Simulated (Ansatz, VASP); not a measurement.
# Re: VASP beside Ansatz

The input POSCAR:

```
Re
1.0
    2.7608000000      0.0000000000      0.0000000000
   -1.3804000000      2.3909229348      0.0000000000
    0.0000000000      0.0000000000      4.4582000000
Re
2
Direct
    0.3333333333      0.6666666667      0.2500000000
    0.6666666667      0.3333333333      0.7500000000
```

File INCAR.step1:

```
ALGO     = Normal         # electronic algorithm
EDIFF    = 1E-4           # SCF threshold, eV
ENCUT    = 600            # plane-wave cutoff, eV
GGA      = PE             # functional
ISMEAR   = 0              # smearing method
LASPH    = True           # aspherical terms in the spheres
LCHARG   = False          # write CHGCAR
LREAL    = False          # projectors in reciprocal space
LWAVE    = True           # write WAVECAR
NELM     = 100            # most SCF steps
PREC     = Accurate       # precision mode
SIGMA    = 0.1            # smearing width, eV
```

INCAR.step2

```
ALGO     = Normal         # electronic algorithm
EDIFF    = 1E-7           # SCF threshold, eV
EDIFFG   = -0.002         # ionic threshold
ENCUT    = 600            # plane-wave cutoff, eV
IBRION   = 2              # ionic algorithm
ISIF     = 3              # what is computed and relaxed
ISMEAR   = 0              # smearing method
ISTART   = 1            
LASPH    = True           # aspherical terms in the spheres
LCHARG   = False          # write CHGCAR
LMIXTAU  = True         
LREAL    = False          # projectors in reciprocal space
LWAVE    = False          # write WAVECAR
METAGGA  = R2SCAN         # meta-GGA
NELM     = 100            # most SCF steps
NSW      = 100            # ionic steps
PREC     = Accurate       # precision mode
SIGMA    = 0.1            # smearing width, eV
```

File KPOINTS:

```
k-points
0
Gamma
  18 18 10
```

Input for Ansatz:

```yaml
crystal:
  lattice:
    - [2.7608, 0.0, 0.0]
    - [-1.3804, 2.3909229348, 0.0]
    - [0.0, 0.0, 4.4582]
  atoms:
    - { symbol: Re, position: [0.3333333333, 0.6666666667, 0.25] }
    - { symbol: Re, position: [0.6666666667, 0.3333333333, 0.75] }
basis:
  ecutwfc: 500
kpoints:
  mp_grid: { grid: [18, 18, 10] }
hamiltonian:
  xc: r2scan
scf:
  occupations: { method: gaussian, width: 0.1 }
output:
  forces: true
  stress: true
  eigenvalues: true
relax:
  adjacent_minimum: "off"
  f_tol: 0.002
  max_steps: 80
  cell: { stress_tol: 0.02 }
```

Alike in both runs: task relaxation of cell and atoms; functional r2SCAN; k mesh 18 × 18 × 10; occupations gaussian, width 0.1 eV; no spin polarisation.

```csv
,VASP,Ansatz
version,VASP 6.6.1,Ansatz 0.2.0
potentials or method,"VASP PAW PBE potentials, release 64 (Re), cutoff 600 eV","scalar-relativistic, plane waves, PAW"
valence electrons in the cell,14,30
```

Ansatz gave:

```
gap on the k mesh at the Fermi level, each at its own relaxed structure (eV)  : none
relaxed volume (Å³/atom)                                                      : 14.70
relaxed length of the cell vector where the two differ most in proportion (Å) : 2.758
```

Estimate VASP's values.

gap on the k mesh at the Fermi level, each at its own relaxed structure (eV): none; relaxed volume (Å³/atom): 14.70; relaxed length of the cell vector where the two differ most in proportion (Å): 2.759.

VASP's potentials were made for PBE, not for r2SCAN. A gap of «none» marks a metal or a gap that the smearing closes. VASP's potentials hold 14 valence electrons a cell and Ansatz's 30, so a difference there can come from the potentials and not from the codes.

Neither program's run includes spin-orbit coupling.
